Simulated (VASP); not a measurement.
Write the native input for VASP 6.6.1 that does the following.

```
Task                   : single point
Functional             : PBEsol
Potentials or basis    : VASP PAW PBE potentials, release 64 (Yb, Os)
Cutoff                 : 520 eV
k mesh                 : 8 × 8 × 8
Occupations            : gaussian, width 0.05 eV
Spin                   : no spin polarisation
Dipole correction      : no
Further INCAR settings : ALGO = Normal; EDIFF = 1e-07; NBANDS = 32
```

The structure of YbOs3 lies in POSCAR:

```
YbOs3
1.0
    4.0150503841      0.0000000000      0.0000000000
    0.0000000000      4.0150503841      0.0000000000
    0.0000000000      0.0000000000      4.0150503841
Yb Os
1 3
Direct
    0.0000000000      0.0000000000      0.0000000000
    0.0000000000      0.5000000000      0.5000000000
    0.5000000000      0.5000000000      0.0000000000
    0.5000000000      0.0000000000      0.5000000000
```

These files were run (other wordings do the same):

INCAR

```
  PREC = Accurate
  ENCUT = 520
  EDIFF = 1E-7
  ISMEAR = 0
  SIGMA = 0.05
  LREAL = False
  LASPH = True
  NELM = 80
  ALGO = Normal
  ISIF = 2
  LWAVE = False
  LCHARG = True
  GGA = PS
  LELF = True
  LVHAR = True
  NBANDS = 32
```

KPOINTS

```
regular mesh
0
Gamma
  8 8 8
```

Potentials or basis: VASP PAW PBE potentials, release 64 (Yb, Os).

Run with:

```bash
$ cat potpaw_PBE.64/Yb/POTCAR potpaw_PBE.64/Os/POTCAR > POTCAR
$ mpirun -np 1 vasp_std > vasp.out
```

Results of the run:

The pressure is -8.9 GPa and the band gap on the k mesh is zero (bands 24 and 25 overlap by 2.66 eV).

Caveat: the cell stands under tension; the PAW data sets were made with another functional, which shifts forces and pressure a little; spin-orbit coupling is left out, which moves the levels of the heavy elements.

It took 3.2 min on 1 thread of Intel(R) Xeon(R) 6975P-C (Granite Rapids), with other jobs on the host, peak memory 0.23 GiB.
